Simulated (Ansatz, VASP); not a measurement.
## One calculation of KSiSe3, two programs

```
K Si Se
1.0
    -3.46128    3.46128    5.16816
     3.46128   -3.46128    5.16816
     3.46128    3.46128   -5.16816
K Si Se
2 2 6
Direct
  0.75000 0.25000 0.50000
  0.25000 0.75000 0.50000
  0.50000 0.50000 0.00000
  0.00000 0.00000 0.00000
  0.29485 0.79485 0.08970
  0.79485 0.70515 0.50000
  0.75000 0.75000 0.00000
  0.70515 0.20515 0.91030
  0.20515 0.29485 0.50000
  0.25000 0.25000 0.00000
```

Alike in both runs: functional PBE; k mesh 4 × 4 × 4; occupations gaussian, width 0.1 eV; no spin polarisation.

Ansatz relaxed the structure, and its values are those at the end. VASP's run is a single point on that final structure, the one shown.

```csv
,VASP,Ansatz
version,VASP 6.6.1,Ansatz 0.2.0
potentials or method,"VASP PAW PBE potentials, release 64 (K_sv, Si, Se), cutoff 520 eV","scalar-relativistic, plane waves, PAW"
valence electrons in the cell,62,122
```

```tsv
	VASP	Ansatz	Ansatz less VASP
gap on the k mesh at the Fermi level (eV)	none	none	-
pressure (GPa)	0.0	-0.1	-0.08
rms of the force components (eV/Å)	0.004	0.005	+0.0009
```

A gap of «none» marks a metal or a gap that the smearing closes. The functional is the same, so the differences come from potentials, cutoffs and numerics. VASP's potentials hold 62 valence electrons a cell and Ansatz's 122, so a difference there can come from the potentials and not from the codes.
